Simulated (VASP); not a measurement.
# Al (P6_3/mmc) in VASP: single point with r2SCAN

Aim: the single point of Al with r2SCAN.

All numbers are computed with VASP 6.6.1; they aren't measurements. Logs are shortened: lines on timing, memory, paths and dates and some standing lists are left out, and cuts for length are marked.

### 1 The cell of the first run

The structure is hexagonal, space group P6_3/mmc (No. 194). The conventional cell has a = 2.840 Å, b = 2.840 Å, c = 4.584 Å, α = 90.00°, β = 90.00°, γ = 120.00°. Al (site symmetry -6m2) has 12 Al at 2.82 to 2.84 Å within 3.7 Å.

### 2 Single point, r2SCAN

File POSCAR:

```
Al
1.0
    2.8397085836      0.0000000000      0.0000000000
   -1.4198542918      2.4592597727      0.0000000000
    0.0000000000      0.0000000000      4.5841382700
Al
2
Direct
    0.3333333333      0.6666666667      0.2500000000
    0.6666666667      0.3333333333      0.7500000000
```

File INCAR.step1:

```
SYSTEM = Al
  ALGO = Normal
  EDIFF = 1E-4
  ENCUT = 520
  GGA = PE
  ISMEAR = -1
  LASPH = .TRUE.
  LCHARG = .FALSE.
  LREAL = .FALSE.
  LWAVE = .TRUE.
  NBANDS = 10
  NELM = 100
  PREC = Accurate
  SIGMA = 0.1
```

File INCAR.step2:

```
SYSTEM = Al
  ALGO = Normal
  EDIFF = 1E-7
  ENCUT = 520
  ISIF = 2
  ISMEAR = -1
  ISTART = 1
  LASPH = .TRUE.
  LCHARG = .FALSE.
  LMIXTAU = .TRUE.
  LREAL = .FALSE.
  LWAVE = .FALSE.
  METAGGA = R2SCAN
  NBANDS = 10
  NELM = 100
  PREC = Accurate
  SIGMA = 0.1
```

File KPOINTS:

```
k-points
0
G
  7 7 4
  0 0 0
```

Potentials or basis: VASP PAW PBE potentials, release 64 (Al).

Command:

```
$ cat potpaw_PBE.64/Al/POTCAR > POTCAR
$ cp INCAR.step1 INCAR
$ mpirun -np 1 vasp_std > vasp.out
$ cp INCAR.step2 INCAR
$ mpirun -np 1 vasp_std > vasp.out
```

OUTCAR:

```text
SYSTEM = Al
   EDIFF = 1E-7
   ENCUT = 520
   ISIF = 2
   ISMEAR = -1
   ISTART = 1
   LASPH = .TRUE.
   LREAL = .FALSE.
   METAGGA = R2SCAN
   NELM = 100
   PREC = Accurate

 ion  position               nearest neighbor table
   1  0.333  0.667  0.250-   2 2.82   2 2.82   2 2.82   2 2.82   2 2.82   2 2.82
   2  0.667  0.333  0.750-   1 2.82   1 2.82   1 2.82   1 2.82   1 2.82   1 2.82

  LATTYP: Found a hexagonal cell.
 ALAT       =     2.8397085836
 C/A-ratio  =     1.6142988391

  Lattice vectors:

 A1 = (   2.8397085836,   0.0000000000,   0.0000000000)
 A2 = (  -1.4198542918,   2.4592597727,   0.0000000000)
 A3 = (   0.0000000000,   0.0000000000,   4.5841382700)

Analysis of symmetry for initial positions (statically):
=====================================================================
 Subroutine PRICEL returns:
 Original cell was already a primitive cell.

 Routine SETGRP: Setting up the symmetry group for a
 hexagonal supercell.

 Subroutine GETGRP returns: Found 24 space group operations
 (whereof 12 operations were pure point group operations)
 out of a pool of 24 trial point group operations.

The static configuration has the point symmetry D_3d.
 The point group associated with its full space group is D_6h.

Analysis of symmetry for dynamics (positions and initial velocities):
=====================================================================
 Subroutine PRICEL returns:
 Original cell was already a primitive cell.

 Routine SETGRP: Setting up the symmetry group for a
 hexagonal supercell.

 Subroutine GETGRP returns: Found 24 space group operations
 (whereof 12 operations were pure point group operations)
 out of a pool of 24 trial point group operations.

The dynamic configuration has the point symmetry D_3d.
 The point group associated with its full space group is D_6h.

 Subroutine INISYM returns: Found 24 space group operations
 (whereof 12 operations are pure point group operations),
 and found     1 'primitive' translations

----------------------------------------------------------------------------------------

                                     Primitive cell

  volume of cell :      32.0137

  direct lattice vectors                    reciprocal lattice vectors
     2.839708584  0.000000000  0.000000000     0.352148811  0.203313211  0.000000000
    -1.419854292  2.459259773  0.000000000     0.000000000  0.406626421  0.000000000
     0.000000000  0.000000000  4.584138270     0.000000000  0.000000000  0.218143507

  length of vectors
     2.839708584  2.839708584  4.584138270     0.406626421  0.406626421  0.218143507

  position of ions in fractional coordinates (direct lattice)
     0.333333333  0.666666667  0.250000000
     0.666666667  0.333333333  0.750000000

  ion indices of the primitive-cell ions
   primitive index   ion index
                 1           1
                 2           2

----------------------------------------------------------------------------------------

 KPOINTS: k-points

Automatic generation of k-mesh.
 Grid dimensions read from file:
 generate k-points for:    7    7    4

 Generating k-lattice:

  Cartesian coordinates                     Fractional coordinates (reciprocal lattice)
     0.050306973  0.029044744  0.000000000     0.142857143  0.000000000  0.000000000
     0.000000000  0.058089489  0.000000000     0.000000000  0.142857143  0.000000000
     0.000000000  0.000000000  0.054535877     0.000000000  0.000000000  0.250000000

  Length of vectors
     0.058089489  0.058089489  0.054535877

  Shift w.r.t. Gamma in fractional coordinates (k-lattice)
     0.000000000  0.000000000  0.000000000

 Subroutine IBZKPT returns following result:
 ===========================================

 Found     24 irreducible k-points:

 Following reciprocal coordinates:
            Coordinates               Weight
  0.000000  0.000000  0.000000      1.000000
  0.142857  0.000000  0.000000      6.000000
  0.285714  0.000000  0.000000      6.000000
  0.428571  0.000000  0.000000      6.000000
  0.142857  0.142857  0.000000      6.000000
  0.285714  0.142857  0.000000     12.000000
[... 16 lines left out ...]
  0.428571  0.142857  0.500000      6.000000
  0.285714  0.285714  0.500000      6.000000
   k-points           NKPTS =     24   k-points in BZ     NKDIM =     24   number of bands    NBANDS=     10
   number of dos      NEDOS =    301   number of ions     NIONS =      2
   total plane-waves  NPLWV =  20736
   dimension x,y,z NGX =    24 NGY =   24 NGZ =   36
   dimension x,y,z NGXF=    48 NGYF=   48 NGZF=   72
   ions per type =               2
   NGX,Y,Z   is equivalent  to a cutoff of  14.05, 14.05, 13.06 a.u.
   NGXF,Y,Z  is equivalent  to a cutoff of  28.10, 28.10, 26.11 a.u.
 SYSTEM =  Al
   PREC   = accura    normal or accurate (medium, high low for compatibility)
   ISTART =      1    job   : 0-new  1-cont  2-samecut
   ICHARG =      0    charge: 1-file 2-atom 10-const
   ISPIN  =      1    spin polarized calculation?
   LNONCOLLINEAR =      F non collinear calculations
   LSORBIT =      F    spin-orbit coupling
   LASPH  =      T    aspherical Exc in radial PAW
   ENCUT  =  520.0 eV  38.22 Ry    6.18 a.u.   5.28  5.28  8.52*2*pi/ulx,y,z
   NELM   =    100;   NELMIN=  2; NELMDL=  0     # of ELM steps
   EDIFF  = 0.1E-06   stopping-criterion for ELM
   LREAL  =      F    real-space projection
   EDIFFG = 0.1E-05   stopping-criterion for IOM
   NSW    =      0    number of steps for IOM
   IBRION =     -1    ionic relax: 0-MD 1-quasi-New 2-CG
   NFREE  =      0    steps in history (QN), initial steepest desc. (CG)
   ISIF   =      2    stress and relaxation
   ISYM   =      2    0-nonsym 1-usesym 2-fastsym
   POTIM  = 0.5000    time-step for ionic-motion
   TEBEG  =    0.0;   TEEND  =   0.0 temperature during run
   PSTRESS=    0.0 pullay stress
   NELECT =       6.0000    total number of electrons
   NUPDOWN=      -1.0000    fix difference up-down
   EMIN   =  10.00;   EMAX   =-10.00  energy-range for DOS
   EFERMI =   0.00;   METHOD = LEGACY
   ISMEAR =    -1;   SIGMA  =   0.10  broadening in eV -4-tet -1-fermi 0-gaus
   EFERMI_NEDOS =   21; number of points for ismear=-14 and -15
   IALGO  =     38    algorithm
   IMIX   =      4    mixing-type and parameters
     AMIX     =   0.40;   BMIX     =  1.00
     AMIX_MAG =   1.60;   BMIX_MAG =  1.00
  volume/ion in A,a.u.               =      16.01       108.02
  Fermi-wavevector in a.u.,A,eV,Ry     =   0.936871  1.770430 11.942213  0.877728
  Thomas-Fermi vector in A             =   2.063925
   LORBIT       =      0    0 simple, 1 ext, 2 COOP (PROOUT), +10 PAW based schemes
   METAGGA = R2SCAN    functional components
   LHFCALC =     F    Hartree Fock is set to
   AEXX    =    0.0000 exact exchange contribution
   IVDW    =     0    specifies the selected vdW correction
   LEPSILON=     F    determine dielectric tensor
   LRPA    =     F    only Hartree local field effects (RPA)
 non-spin polarized calculation
  energy-cutoff  :      520.00
  volume of cell :       32.01
 maximum number of plane-waves:       876
 NGX is ok and might be reduce to    24
   NGX = 11   NGY = 11   NGZ = 17

 number of electron       6.0000000 magnetization

 Free energy of the ion-electron system (eV)
  ---------------------------------------------------
  ext. energy  EPLUGINS =         0.00000000
  ---------------------------------------------------
  free energy    TOTEN  =       -13.41606604 eV

  energy without entropy =      -13.39390916  energy(sigma->0) =      -13.40498760

 E-fermi :   8.3950     XC(G=0): -11.0289

 val. band max:        8.0564328612   @ k =   0.1429   0.0000   0.2500
 cond. band min:       8.4696995041   @ k =   0.2857   0.2857   0.5000
 fundamental gap:      0.4132666430
 Fermi energy:         8.3949954553

 k-point     1 :       0.0000    0.0000    0.0000
  band No.  band energies     occupation
      1      -3.7296      2.00000
      2       3.2780      2.00000
      3       3.9077      2.00000
      4      19.7286      0.00000
      5      19.7286      0.00000
      6      20.0048      0.00000
      7      20.0048      0.00000
      8      21.4144      0.00000
      9      23.4656      0.00000
     10      24.5885      0.00000

 k-point     2 :       0.1429    0.0000    0.0000
  band No.  band energies     occupation
      1      -3.1997      2.00000
      2       3.7716      2.00000
      3       4.4133      2.00000
      4      14.5190      0.00000
      5      17.1549      0.00000
      6      18.5019      0.00000
      7      20.8958      0.00000
      8      21.4032      0.00000
      9      23.0877      0.00000
     10      23.5438      0.00000

 k-point     3 :       0.2857    0.0000    0.0000
  band No.  band energies     occupation
      1      -1.6220      2.00000
      2       5.2524      2.00000
      3       5.8291      2.00000
      4       9.3014      0.00023
      5      15.3541      0.00000
      6      15.4917      0.00000
      7      15.6680      0.00000
      8      18.0108      0.00000
      9      21.6122      0.00000
     10      21.8655      0.00000

 k-point     4 :       0.4286    0.0000    0.0000
  band No.  band energies     occupation
      1       0.9658      2.00000
      2       4.4604      2.00000
      3       7.7014      1.99806
      4       8.6175      0.19512
      5      11.2683      0.00000
      6      11.8672      0.00000
      7      14.4562      0.00000
      8      16.5767      0.00000
      9      20.6087      0.00000
     10      21.0981      0.00000

 k-point     5 :       0.1429    0.1429    0.0000
  band No.  band energies     occupation
      1      -2.1459      2.00000
      2       4.7590      2.00000
      3       5.3908      2.00000
      4      11.9796      0.00000
      5      12.2790      0.00000
      6      18.0174      0.00000
      7      18.7440      0.00000
      8      19.3627      0.00000
      9      19.5849      0.00000
     10      21.8686      0.00000

 k-point     6 :       0.2857    0.1429    0.0000
  band No.  band energies     occupation
      1      -0.0626      2.00000
      2       6.4987      2.00000
      3       6.7296      2.00000
      4       8.0213      1.95347
      5      10.6771      0.00000
      6      13.6707      0.00000
      7      14.7514      0.00000
      8      17.3402      0.00000
      9      18.0785      0.00000
     10      21.0732      0.00000
[... 183 lines left out ...]
 k-point    21 :       0.1429    0.1429    0.5000
  band No.  band energies     occupation
      1      -0.3076      2.00000
      2      -0.3076      2.00000
      3      13.0316      0.00000
      4      13.0316      0.00000
      5      13.2853      0.00000
      6      13.2853      0.00000
      7      15.3123      0.00000
      8      15.3123      0.00000
      9      23.8834      0.00000
     10      23.8835      0.00000

 k-point    22 :       0.2857    0.1429    0.5000
  band No.  band energies     occupation
      1       1.7423      2.00000
      2       1.7423      2.00000
      3       8.8014      0.03379
      4       8.8014      0.03379
      5      12.2722      0.00000
      6      12.2722      0.00000
      7      16.1714      0.00000
      8      16.1714      0.00000
      9      21.8360      0.00000
     10      21.8360      0.00000

 k-point    23 :       0.4286    0.1429    0.5000
  band No.  band energies     occupation
      1       4.3391      2.00000
      2       4.3391      2.00000
      3       5.3027      2.00000
      4       5.3027      2.00000
      5      11.8382      0.00000
      6      11.8382      0.00000
      7      18.5409      0.00000
      8      18.5409      0.00000
      9      19.0393      0.00000
     10      19.0393      0.00000

 k-point    24 :       0.2857    0.2857    0.5000
  band No.  band energies     occupation
      1       4.2150      2.00000
      2       4.2150      2.00000
      3       7.4084      1.99990
      4       7.4084      1.99990
      5       8.4697      0.64293
      6       8.4697      0.64293
      7      18.4009      0.00000
      8      18.4009      0.00000
      9      21.3292      0.00000
     10      21.3292      0.00000

------------------------ aborting loop because EDIFF is reached ----------------------------------------

  FORCE on cell =-STRESS in cart. coord.  units (eV):
  Direction    XX          YY          ZZ          XY          YZ          ZX
  --------------------------------------------------------------------------------------
  -------------------------------------------------------------------------------------
  Total       -0.1705779     -0.1705779      0.5358273      0.0000000      0.0000000      0.0000000
  in kB       -8.5368471     -8.5368471     26.8163397      0.0000000      0.0000000      0.0000000
  external PRESSURE =       3.2475485 kB  Pullay stress =       0.0000000 kB

 VOLUME and BASIS-vectors are now :
 -----------------------------------------------------------------------------
  energy-cutoff  :      520.00
  volume of cell :       32.01
      direct lattice vectors                 reciprocal lattice vectors
     2.839708584  0.000000000  0.000000000     0.352148811  0.203313211  0.000000000
    -1.419854292  2.459259773  0.000000000     0.000000000  0.406626421  0.000000000
     0.000000000  0.000000000  4.584138270     0.000000000  0.000000000  0.218143507

 POSITION                                       TOTAL-FORCE (eV/Angst)
 -----------------------------------------------------------------------------------
     -0.00000      1.63951      1.14603        -0.000000      0.000000      0.000000
      1.41985      0.81975      3.43810         0.000000     -0.000000      0.000000
 -----------------------------------------------------------------------------------
    total drift:                                0.000000     -0.000000     -0.000000

  FREE ENERGIE OF THE ION-ELECTRON SYSTEM (eV)
  ---------------------------------------------------
  free  energy   TOTEN  =       -13.4160660370 eV

  energy  without entropy=      -13.3939091624  energy(sigma->0) =      -13.40498760
```

Run time: 12 s. Hardware: 1 thread of Intel Xeon 6975P-C (Granite Rapids), shared host; peak memory 0.15 GiB.

What came out:

- Free energy: -13.4161 eV
- Pressure: 0.3 GPa
- Band gap on the k mesh: zero (band 3 reaches 13.03 eV, above the bottom of band 4 at 5.30 eV)

Caveat: the k points lie up to 0.36 Å⁻¹ apart; the PAW data sets were made with another functional, which shifts forces and pressure a little.
